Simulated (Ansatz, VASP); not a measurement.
# MoS2 in VASP and in Ansatz

```
Mo S
1.0
     3.14148    0.00000    0.00000
    -1.57074    2.72060    0.00000
     0.00000    0.00000   12.59146
Mo S
2 4
Direct
  0.66667 0.33333 0.25000
  0.33333 0.66667 0.75000
  0.66667 0.33333 0.62618
  0.33333 0.66667 0.37382
  0.66667 0.33333 0.87382
  0.33333 0.66667 0.12618
```

Alike in both runs: task single point; functional r2SCAN; k mesh 12 × 12 × 2; occupations gaussian, width 0.02 eV; no spin polarisation.

|  | VASP | Ansatz |
| --- | --- | --- |
| version | VASP 6.6.1 | Ansatz 0.2.0 |
| potentials or method | VASP PAW PBE potentials, release 64 (Mo_sv, S), cutoff 550 eV | scalar-relativistic, plane waves, PAW |
| valence electrons in the cell | 52 | 52 |

```csv
,VASP,Ansatz,Ansatz less VASP
gap on the k mesh at the Fermi level (eV),1.15,1.14,-0.011
least direct gap on the mesh (eV),1.86,1.86,-0.008
pressure (GPa),3.8,3.8,-0.03
"traceless stress, the component that is largest in VASP (GPa)",-1.71,-1.65,+0.064
rms of the force components (eV/Å),0.052,0.052,-0.0007
```

VASP's potentials were made for PBE, not for r2SCAN. Atom by atom the forces differ by 0.001 eV/Å (rms over components). With one functional, cell and mesh, what is left measures potentials, basis and numerics.
